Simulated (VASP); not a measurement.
# Cl (P6_3/mmc) in VASP: a series of runs

Runs on Cl. Level: LDA. Tasks: single point.

Program: VASP 6.6.1. These are calculated values, not measurements. Logs are shortened: lines on timing, memory, paths and dates and some standing lists are left out, and cuts for length are marked.

## Step 1: The cell of the first run

Symmetry: P6_3/mmc, No. 194, hexagonal system. The conventional cell has a = 2.973 Å, b = 2.973 Å, c = 3.868 Å, α = 90.00°, β = 90.00°, γ = 120.00°. Cl (site symmetry -6m2) has 12 Cl at 2.59 to 2.97 Å within 3.4 Å.

## Step 2: Single point, LDA

Input file INCAR:

```
  ALGO = Normal
  EDIFF = 1E-6
  ENCUT = 520
  ISIF = 2
  ISMEAR = -1
  LASPH = True
  LCHARG = True
  LELF = True
  LREAL = False
  LVHAR = True
  LWAVE = False
  NBANDS = 14
  NELM = 80
  PREC = Accurate
  SIGMA = 0.1
```

Input file KPOINTS:

```
k-points
0
Gamma
  15 15 8
```

Input file POSCAR:

```
Cl
1.0
    2.9734575482      0.0000000000      0.0000000000
   -1.4867287741      2.5750897738      0.0000000000
    0.0000000000      0.0000000000      3.8682015056
Cl
2
Direct
    0.3333333333      0.6666666667      0.2500000000
    0.6666666667      0.3333333333      0.7500000000
```

Potentials or basis: VASP PAW LDA potentials, release 64 (Cl).

The run is started by

```
$ cat potpaw_LDA.64/Cl/POTCAR > POTCAR
$ mpirun -np 1 vasp_std > vasp.out
```

OUTCAR:

```text
EDIFF = 1E-6
   ENCUT = 520
   ISIF = 2
   ISMEAR = -1
   LASPH = True
   LREAL = False
   NELM = 80
   PREC = Accurate

 ion  position               nearest neighbor table
   1  0.333  0.667  0.250-   2 2.59   2 2.59   2 2.59   2 2.59   2 2.59   2 2.59
   2  0.667  0.333  0.750-   1 2.59   1 2.59   1 2.59   1 2.59   1 2.59   1 2.59

  LATTYP: Found a hexagonal cell.
 ALAT       =     2.9734575482
 C/A-ratio  =     1.3009102847

  Lattice vectors:

 A1 = (   2.9734575482,   0.0000000000,   0.0000000000)
 A2 = (  -1.4867287741,   2.5750897738,   0.0000000000)
 A3 = (   0.0000000000,   0.0000000000,   3.8682015056)

Analysis of symmetry for initial positions (statically):
=====================================================================
 Subroutine PRICEL returns:
 Original cell was already a primitive cell.

 Routine SETGRP: Setting up the symmetry group for a
 hexagonal supercell.

 Subroutine GETGRP returns: Found 24 space group operations
 (whereof 12 operations were pure point group operations)
 out of a pool of 24 trial point group operations.

The static configuration has the point symmetry D_3d.
 The point group associated with its full space group is D_6h.

Analysis of symmetry for dynamics (positions and initial velocities):
=====================================================================
 Subroutine PRICEL returns:
 Original cell was already a primitive cell.

 Routine SETGRP: Setting up the symmetry group for a
 hexagonal supercell.

 Subroutine GETGRP returns: Found 24 space group operations
 (whereof 12 operations were pure point group operations)
 out of a pool of 24 trial point group operations.

The dynamic configuration has the point symmetry D_3d.
 The point group associated with its full space group is D_6h.

 Subroutine INISYM returns: Found 24 space group operations
 (whereof 12 operations are pure point group operations),
 and found     1 'primitive' translations

----------------------------------------------------------------------------------------

                                     Primitive cell

  volume of cell :      29.6185

  direct lattice vectors                    reciprocal lattice vectors
     2.973457548  0.000000000  0.000000000     0.336308820  0.194167988  0.000000000
    -1.486728774  2.575089774  0.000000000     0.000000000  0.388335976  0.000000000
     0.000000000  0.000000000  3.868201506     0.000000000  0.000000000  0.258518073

  length of vectors
     2.973457548  2.973457548  3.868201506     0.388335976  0.388335976  0.258518073

  position of ions in fractional coordinates (direct lattice)
     0.333333333  0.666666667  0.250000000
     0.666666667  0.333333333  0.750000000

  ion indices of the primitive-cell ions
   primitive index   ion index
                 1           1
                 2           2

----------------------------------------------------------------------------------------

 KPOINTS: k-points

Automatic generation of k-mesh.
 Grid dimensions read from file:
 generate k-points for:   15   15    8

 Generating k-lattice:

  Cartesian coordinates                     Fractional coordinates (reciprocal lattice)
     0.022420588  0.012944533  0.000000000     0.066666667  0.000000000  0.000000000
     0.000000000  0.025889065  0.000000000     0.000000000  0.066666667  0.000000000
     0.000000000  0.000000000  0.032314759     0.000000000  0.000000000  0.125000000

  Length of vectors
     0.025889065  0.025889065  0.032314759

  Shift w.r.t. Gamma in fractional coordinates (k-lattice)
     0.000000000  0.000000000  0.000000000

 Subroutine IBZKPT returns following result:
 ===========================================

 Found    135 irreducible k-points:

 Following reciprocal coordinates:
            Coordinates               Weight
  0.000000  0.000000  0.000000      1.000000
  0.066667 -0.000000  0.000000      6.000000
  0.133333 -0.000000  0.000000      6.000000
  0.200000 -0.000000  0.000000      6.000000
  0.266667 -0.000000  0.000000      6.000000
  0.333333 -0.000000  0.000000      6.000000
[... 16 lines left out ...]
  0.333333  0.200000  0.000000     12.000000
  0.400000  0.200000  0.000000      6.000000
 [... further k-points ...]
   k-points           NKPTS =    135   k-points in BZ     NKDIM =    135   number of bands    NBANDS=     14
   number of dos      NEDOS =    301   number of ions     NIONS =      2
   total plane-waves  NPLWV =  17280
   dimension x,y,z NGX =    24 NGY =   24 NGZ =   30
   dimension x,y,z NGXF=    48 NGYF=   48 NGZF=   60
   ions per type =               2
   NGX,Y,Z   is equivalent  to a cutoff of  13.42, 13.42, 12.89 a.u.
   NGXF,Y,Z  is equivalent  to a cutoff of  26.84, 26.84, 25.79 a.u.
 SYSTEM =  unknown system
   PREC   = accura    normal or accurate (medium, high low for compatibility)
   ISTART =      0    job   : 0-new  1-cont  2-samecut
   ICHARG =      2    charge: 1-file 2-atom 10-const
   ISPIN  =      1    spin polarized calculation?
   LNONCOLLINEAR =      F non collinear calculations
   LSORBIT =      F    spin-orbit coupling
   LASPH  =      T    aspherical Exc in radial PAW
   ENCUT  =  520.0 eV  38.22 Ry    6.18 a.u.   5.53  5.53  7.19*2*pi/ulx,y,z
   NELM   =     80;   NELMIN=  2; NELMDL= -5     # of ELM steps
   EDIFF  = 0.1E-05   stopping-criterion for ELM
   LREAL  =      F    real-space projection
   EDIFFG = 0.1E-04   stopping-criterion for IOM
   NSW    =      0    number of steps for IOM
   IBRION =     -1    ionic relax: 0-MD 1-quasi-New 2-CG
   NFREE  =      0    steps in history (QN), initial steepest desc. (CG)
   ISIF   =      2    stress and relaxation
   ISYM   =      2    0-nonsym 1-usesym 2-fastsym
   POTIM  = 0.5000    time-step for ionic-motion
   TEBEG  =    0.0;   TEEND  =   0.0 temperature during run
   PSTRESS=    0.0 pullay stress
   NELECT =      14.0000    total number of electrons
   NUPDOWN=      -1.0000    fix difference up-down
   EMIN   =  10.00;   EMAX   =-10.00  energy-range for DOS
   EFERMI =   0.00;   METHOD = LEGACY
   ISMEAR =    -1;   SIGMA  =   0.10  broadening in eV -4-tet -1-fermi 0-gaus
   EFERMI_NEDOS =   21; number of points for ismear=-14 and -15
   IALGO  =     38    algorithm
   IMIX   =      4    mixing-type and parameters
     AMIX     =   0.40;   BMIX     =  1.00
     AMIX_MAG =   1.60;   BMIX_MAG =  1.00
  volume/ion in A,a.u.               =      14.81        99.94
  Fermi-wavevector in a.u.,A,eV,Ry     =   1.275253  2.409879 22.126758  1.626271
  Thomas-Fermi vector in A             =   2.407976
   LORBIT       =      0    0 simple, 1 ext, 2 COOP (PROOUT), +10 PAW based schemes
   GGA     = CA    functional components
   LHFCALC =     F    Hartree Fock is set to
   AEXX    =    0.0000 exact exchange contribution
   IVDW    =     0    specifies the selected vdW correction
   LEPSILON=     F    determine dielectric tensor
   LRPA    =     F    only Hartree local field effects (RPA)
 non-spin polarized calculation
  energy-cutoff  :      520.00
  volume of cell :       29.62
 maximum number of plane-waves:       830
 NGX is ok and might be reduce to    24

 number of electron      14.0000001 magnetization

 Free energy of the ion-electron system (eV)
  ---------------------------------------------------
  ext. energy  EPLUGINS =         0.00000000
  ---------------------------------------------------
  free energy    TOTEN  =        -2.92843117 eV

  energy without entropy =       -2.87088175  energy(sigma->0) =       -2.89965646

 E-fermi :   6.9819     XC(G=0): -11.6728

 val. band max:        6.9817958290   @ k =   0.2000   0.2000   0.1250
 cond. band min:       6.9968607949   @ k =   0.3333   0.0667   0.5000
 fundamental gap:      0.0150649659
 Fermi energy:         6.9819441451

 k-point     1 :       0.0000    0.0000    0.0000
  band No.  band energies     occupation
      1     -11.9802      2.00000
      2      -6.4096      2.00000
      3      -0.7330      2.00000
      4       5.1067      2.00000
      5       5.1067      2.00000
      6       7.3169      0.06780
      7       7.3169      0.06780
      8       9.1717      0.00000
      9      13.5928      0.00000
     10      17.8596      0.00000
     11      19.0576      0.00000
     12      19.0576      0.00000
     13      21.0230      0.00000
     14      21.0230      0.00000

 k-point     2 :       0.0667   -0.0000    0.0000
  band No.  band energies     occupation
      1     -11.9085      2.00000
      2      -6.3977      2.00000
      3      -0.6599      2.00000
      4       4.7574      2.00000
      5       4.9708      2.00000
      6       7.1249      0.38625
      7       7.3741      0.03885
      8       9.0273      0.00000
      9      13.9059      0.00000
     10      17.7489      0.00000
     11      19.1525      0.00000
     12      19.2088      0.00000
     13      20.7843      0.00000
     14      20.8826      0.00000

 k-point     3 :       0.1333   -0.0000    0.0000
  band No.  band energies     occupation
      1     -11.6956      2.00000
      2      -6.3733      2.00000
      3      -0.4421      2.00000
      4       3.9072      2.00000
      5       4.6381      2.00000
      6       6.5950      1.95912
      7       7.4828      0.01328
      8       8.6114      0.00000
      9      14.5626      0.00000
     10      17.2673      0.00000
     11      19.6852      0.00000
     12      19.8880      0.00000
     13      20.2317      0.00000
     14      20.3591      0.00000

 k-point     4 :       0.2000   -0.0000    0.0000
  band No.  band energies     occupation
      1     -11.3487      2.00000
      2      -6.3712      2.00000
      3      -0.0857      2.00000
      4       2.8902      2.00000
      5       4.2338      2.00000
      6       5.8604      1.99997
      7       7.5559      0.00641
      8       7.9703      0.00010
      9      14.6426      0.00000
     10      17.4872      0.00000
     11      19.5008      0.00000
     12      19.6040      0.00000
     13      20.2979      0.00000
     14      20.5186      0.00000

 k-point     5 :       0.2667   -0.0000    0.0000
  band No.  band energies     occupation
      1     -10.8827      2.00000
      2      -6.4470      2.00000
      3       0.3968      2.00000
      4       1.9535      2.00000
      5       3.8450      2.00000
      6       5.0622      2.00000
      7       7.1690      0.26705
      8       7.5673      0.00572
      9      13.9806      0.00000
     10      18.6088      0.00000
     11      18.6171      0.00000
[... 276 lines left out ...]
 k-point    22 :       0.2667    0.2000    0.0000
  band No.  band energies     occupation
      1      -9.6317      2.00000
      2      -6.9701      2.00000
      3       0.9397      2.00000
      4       1.7289      2.00000
      5       2.1916      2.00000
      6       4.5583      2.00000
      7       5.4159      2.00000
      8       6.3907      1.99460
      9      15.0756      0.00000
     10      15.6521      0.00000
     11      17.6396      0.00000
     12      21.6610      0.00000
     13      21.8811      0.00000
     14      23.3086      0.00000

 k-point    23 :       0.3333    0.2000    0.0000
  band No.  band energies     occupation
      1      -9.0797      2.00000
      2      -7.3546      2.00000
      3       0.4618      2.00000
      4       2.3399      2.00000
      5       2.4974      2.00000
      6       3.8938      2.00000
      7       4.7059      2.00000
      8       6.2278      1.99894
      9      14.5735      0.00000
     10      15.3514      0.00000
     11      19.0154      0.00000
     12      21.3920      0.00000
     13      21.8112      0.00000
     14      23.8754      0.00000

 k-point    24 :       0.4000    0.2000    0.0000
  band No.  band energies     occupation
      1      -8.7842      2.00000
      2      -7.5930      2.00000
      3       0.2979      2.00000
      4       2.6716      2.00000
      5       2.7796      2.00000
      6       3.4828      2.00000
      7       4.3399      2.00000
      8       6.1746      1.99938
      9      14.4042      0.00000
     10      15.2478      0.00000
     11      19.8959      0.00000
     12      20.9079      0.00000
     13      21.8484      0.00000
     14      23.9500      0.00000

 [... further k-points ...]
[... 5 lines left out ...]
  --------------------------------------------------------------------------------------
  -------------------------------------------------------------------------------------
  Total        4.1587243      4.1587243      4.1819828      0.0000000      0.0000000      0.0000000
  in kB      224.9611434    224.9611434    226.2192810      0.0000000      0.0000000      0.0000000
  external PRESSURE =     225.3805226 kB  Pullay stress =       0.0000000 kB

 VOLUME and BASIS-vectors are now :
 -----------------------------------------------------------------------------
  energy-cutoff  :      520.00
  volume of cell :       29.62
      direct lattice vectors                 reciprocal lattice vectors
     2.973457548  0.000000000  0.000000000     0.336308820  0.194167988  0.000000000
    -1.486728774  2.575089774  0.000000000     0.000000000  0.388335976  0.000000000
     0.000000000  0.000000000  3.868201506     0.000000000  0.000000000  0.258518073

 POSITION                                       TOTAL-FORCE (eV/Angst)
 -----------------------------------------------------------------------------------
     -0.00000      1.71673      0.96705         0.000000     -0.000000      0.000000
      1.48673      0.85836      2.90115        -0.000000      0.000000      0.000000
 -----------------------------------------------------------------------------------
    total drift:                                0.000000     -0.000000      0.000000

  FREE ENERGIE OF THE ION-ELECTRON SYSTEM (eV)
  ---------------------------------------------------
  free  energy   TOTEN  =        -2.9284311678 eV

  energy  without entropy=       -2.8708817544  energy(sigma->0) =       -2.89965646
```

Run time: 12 s. Hardware: 1 thread of Intel Xeon 6975P-C (Granite Rapids), shared host; peak memory 0.15 GiB.

What came out:

```yaml
Free_energy: -2.9284 eV
Pressure: 22.5 GPa
Band_gap_on_the_k_mesh: zero (band 7 reaches 8.20 eV, above the bottom of band 8 at 5.06 eV)
```

## Step 3: Single point, LDA

Input file INCAR:

```
ALGO = Normal
EDIFF = 1E-6
ENCUT = 520
GGA = CA
ISIF = 2
ISMEAR = -1
LASPH = True
LCHARG = False
LREAL = False
LWAVE = False
NBANDS = 14
NELM = 100
PREC = Accurate
SIGMA = 0.1
```

KPOINTS is that of step 2.

Input file POSCAR:

```
Cl
1.0
    2.9734575482      0.0000000000      0.0000000000
   -1.4867287740      2.5750897738      0.0000000000
    0.0000000000      0.0000000000      3.8682015056
Cl
2
Direct
    0.3333333333      0.6666666667      0.2500000000
    0.6666666667      0.3333333333      0.7500000000
```

Potentials or basis: VASP PAW LDA potentials, release 64 (Cl).

The run is started by

```
$ cat potpaw_LDA.64/Cl/POTCAR > POTCAR
$ mpirun -np 1 vasp_std > vasp.out
```

Run time: 12 s. Hardware: 1 thread of Intel Xeon 6975P-C (Granite Rapids), shared host; peak memory 0.15 GiB.

Results (log left out):

| Item | Value |
| --- | --- |
| Free energy | -2.9284 eV |
| Pressure | 22.5 GPa |
| Band gap on the k mesh | zero (band 7 reaches 8.20 eV, above the bottom of band 8 at 5.06 eV) |

Stress tensor (GPa, compression positive):
```
22.50  0.00  0.00
 0.00 22.50  0.00
 0.00  0.00 22.62
```

Levels at points of the mesh, in eV from the Fermi level:
```
           k point  band 4  band 5  band 6  band 7  band 8  band 9  band 10  band 11
(0.00, 0.00, 0.00)   -1.88   -1.88    0.33    0.33    2.19    6.61    10.88    12.08
(0.00, 0.00, 0.50)   -2.27   -0.79   -0.79   -0.79   -0.79    9.90     9.90    11.12
```

## Step 4: Single point, LDA

Input file INCAR:

```
SYSTEM = Cl
ALGO     = Normal         ! electronic algorithm
EDIFF    = 1E-6           ! SCF threshold, eV
ENCUT    = 520            ! plane-wave cutoff, eV
GGA      = CA             ! functional
ISIF     = 2              ! what is computed and relaxed
ISMEAR   = -1             ! smearing method
LASPH    = .TRUE.         ! aspherical terms in the spheres
LCHARG   = .FALSE.        ! write CHGCAR
LREAL    = .FALSE.        ! projectors in reciprocal space
LWAVE    = .FALSE.        ! write WAVECAR
NBANDS   = 14             ! bands
NELM     = 80             ! most SCF steps
PREC     = Accurate       ! precision mode
SIGMA    = 0.1            ! smearing width, eV
```

Input file KPOINTS:

```
k-points
0
G
  15 15 8
  0 0 0
```

POSCAR is that of step 3.

The run is started by

```
$ cat potpaw_LDA.64/Cl/POTCAR > POTCAR
$ mpirun -np 1 vasp_std > vasp.out
```

It took 12 s on 1 thread of Intel Xeon 6975P-C (Granite Rapids), shared host; peak memory 0.15 GiB.

Results (log left out):

```
Free energy            : -2.9284 eV
Pressure               : 22.5 GPa
Band gap on the k mesh : zero (band 7 reaches 8.20 eV, above the bottom of band 8 at 5.06 eV)
```

Stress tensor (GPa, compression positive):
```
22.50  0.00  0.00
 0.00 22.50  0.00
 0.00  0.00 22.62
```

Levels at points of the mesh, in eV from the Fermi level:
```tsv
k point	band 5	band 6	band 7	band 8	band 9	band 10
(0.00, 0.00, 0.00)	-1.88	0.33	0.33	2.19	6.61	10.88
(0.00, 0.00, 0.50)	-0.79	-0.79	-0.79	-0.79	9.90	9.90
```
